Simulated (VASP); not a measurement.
LiB2C2: single point with r2SCAN

LiB2C2:

```
Li B C
1.0
     2.74179    0.00000    0.00000
    -1.37089    2.37446    0.00000
     0.00000    0.00000    6.97780
Li B C
1 2 2
Direct
  0.00000 0.00000 0.50000
  0.33333 0.66667 0.74981
  0.66667 0.33333 0.25019
  0.33333 0.66667 0.25822
  0.66667 0.33333 0.74178
```

```json
{
 "Program": "VASP 6.6.1",
 "Task": "single point",
 "Functional": "r2SCAN",
 "Potentials or basis": "VASP PAW PBE potentials, release 64 (Li_sv, B, C)",
 "Cutoff": "520 eV",
 "k mesh": "15 × 15 × 5",
 "Occupations": "methfessel-paxton, width 0.02 eV",
 "Spin": "no spin polarisation"
}
```

```yaml
Largest_force: 0.069 eV/Å
Band_gap_on_the_k_mesh: zero (an odd number of electrons rules out a gap without spin polarisation)
```

Forces in eV/Å, atoms in the order of the input:
```
Li   0.000  0.000  0.000
B    0.000  0.000  0.069
B    0.000  0.000 -0.069
C    0.000  0.000  0.011
C    0.000  0.000 -0.011
```

Levels at points of the mesh, in eV from the Fermi level:
| k point | band 5 | band 6 | band 7 | band 8 | band 9 | band 10 | band 11 | band 12 | band 13 | band 14 |
| --- | --- | --- | --- | --- | --- | --- | --- | --- | --- | --- |
| (0.00, 0.00, 0.00) | -3.17 | 0.42 | 0.42 | 0.52 | 0.52 | 5.68 | 9.98 | 9.98 | 10.45 | 10.45 |

Wall time 4.1 min on 1 thread of Oxide Virtual Turin-like Processor, with other jobs on the host, peak memory 0.18 GiB.

Caveat: the PAW data sets were made with another functional, which shifts forces and pressure a little.
